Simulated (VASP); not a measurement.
Write the native input for VASP 6.6.1 that does the following.

| Quantity | Value |
| --- | --- |
| Task | single point |
| Functional | r2SCAN |
| Potentials or basis | VASP PAW PBE potentials, release 64 (Ba_sv, Te) |
| Cutoff | 520 eV |
| k mesh | 6 × 6 × 6 |
| Occupations | gaussian, width 0.01 eV |
| Spin | no spin polarisation |
| Dipole correction | no |
| Further INCAR settings | ALGO = Normal; EDIFF = 1e-06; NBANDS = 15 |

BaTe:

```
Ba Te
1.0
     0.00000    3.46028    3.46028
     3.46028    0.00000    3.46028
     3.46028    3.46028    0.00000
Ba Te
1 1
Cartesian
  0.0000 0.0000 0.0000
  3.4603 3.4603 3.4603
```

The input as run:

POSCAR

```
BaTe
1.0
    0.0000000000      3.4602770877      3.4602770877
    3.4602770877      0.0000000000      3.4602770877
    3.4602770877      3.4602770877      0.0000000000
Ba Te
1 1
Direct
    0.0000000000      0.0000000000      0.0000000000
    0.5000000000      0.5000000000      0.5000000000
```

INCAR.step1

```
SYSTEM = BaTe
ALGO     = Normal         ! electronic algorithm
EDIFF    = 1E-4           ! SCF threshold, eV
ENCUT    = 520            ! plane-wave cutoff, eV
GGA      = PE             ! functional
ISMEAR   = 0              ! smearing method
LASPH    = .True.         ! aspherical terms in the spheres
LCHARG   = .False.        ! write CHGCAR
LREAL    = .False.        ! projectors in reciprocal space
LWAVE    = .True.         ! write WAVECAR
NBANDS   = 15             ! bands
NELM     = 100            ! most SCF steps
PREC     = Accurate       ! precision mode
SIGMA    = 0.01           ! smearing width, eV
```

INCAR.step2

```
SYSTEM = BaTe
ALGO     = Normal         ! electronic algorithm
EDIFF    = 1E-6           ! SCF threshold, eV
ENCUT    = 520            ! plane-wave cutoff, eV
ISIF     = 2              ! what is computed and relaxed
ISMEAR   = 0              ! smearing method
ISTART   = 1            
LASPH    = .True.         ! aspherical terms in the spheres
LCHARG   = .True.         ! write CHGCAR
LELF     = .True.         ! ELF
LMIXTAU  = .True.       
LREAL    = .False.        ! projectors in reciprocal space
LVHAR    = .True.       
LWAVE    = .False.        ! write WAVECAR
METAGGA  = R2SCAN         ! meta-GGA
NBANDS   = 15             ! bands
NELM     = 100            ! most SCF steps
PREC     = Accurate       ! precision mode
SIGMA    = 0.01           ! smearing width, eV
```

KPOINTS

```
k-points
0
Gamma
  6 6 6
  0 0 0
```

Potentials or basis: VASP PAW PBE potentials, release 64 (Ba_sv, Te).

Launch:

```sh
$ cat potpaw_PBE.64/Ba_sv/POTCAR potpaw_PBE.64/Te/POTCAR > POTCAR
$ cp INCAR.step1 INCAR
$ mpirun -np 1 vasp_std > vasp.out
$ cp INCAR.step2 INCAR
$ mpirun -np 1 vasp_std > vasp.out
```

Results of the run:

* Pressure: 2.5 GPa
* Band gap on the k mesh: 1.79 eV (least direct gap 2.18 eV)

Caveat: the PAW data sets were made with another functional, which shifts forces and pressure a little; spin-orbit coupling is left out, which moves the levels of the heavy elements.

Run time: 2.2 min on 1 thread of Intel Xeon 8259CL, on a shared host, peak memory 0.22 GiB.
